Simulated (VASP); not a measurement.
Here is a VASP 6.6.1 calculation.

File INCAR:

```
ALGO = Fast
EDIFF = 1E-6
ENCUT = 520
GGA = PS
ISIF = 2
ISMEAR = 0
LASPH = T
LCHARG = T
LELF = T
LREAL = F
LVHAR = T
LWAVE = F
NBANDS = 30
NELM = 100
PREC = Accurate
SIGMA = 0.15
```

The input KPOINTS:

```
k-points
0
Gamma
  14 14 14
```

Contents of POSCAR:

```
Ni3Ge
1.0
    3.5249142746      0.0000000000      0.0000000000
    0.0000000000      3.5249142746      0.0000000000
    0.0000000000      0.0000000000      3.5777879887
Ni Ge
3 1
Direct
    0.5000000000      0.0000000000      0.5000000000
    0.0000000000      0.5000000000      0.5000000000
    0.5000000000      0.5000000000      0.0000000000
    0.0000000000      0.0000000000      0.0000000000
```

Potentials or basis: VASP PAW PBE potentials, release 64 (Ni, Ge_d).

The run is started by

```bash
$ cat potpaw_PBE.64/Ni/POTCAR potpaw_PBE.64/Ge_d/POTCAR > POTCAR
$ mpirun -np 1 vasp_std > vasp.out
```

Problem. Estimate the pressure.

Solution. -2.7 GPa.

Problem. What does it give for the band gap on the k mesh?

Solution. Zero (bands 22 and 23 overlap by 0.26 eV).

Stress tensor (GPa, compression positive):
```
-1.98  0.00  0.00
 0.00 -1.98  0.00
 0.00  0.00 -4.16
```

Caveat: the cell differs from its parent crystal (strain +0.000 along x and y, +0.015 along z); the PAW data sets were made with another functional, which shifts forces and pressure a little. Spin polarisation is off, so any magnetic state and its effect on volume and gap are missing.
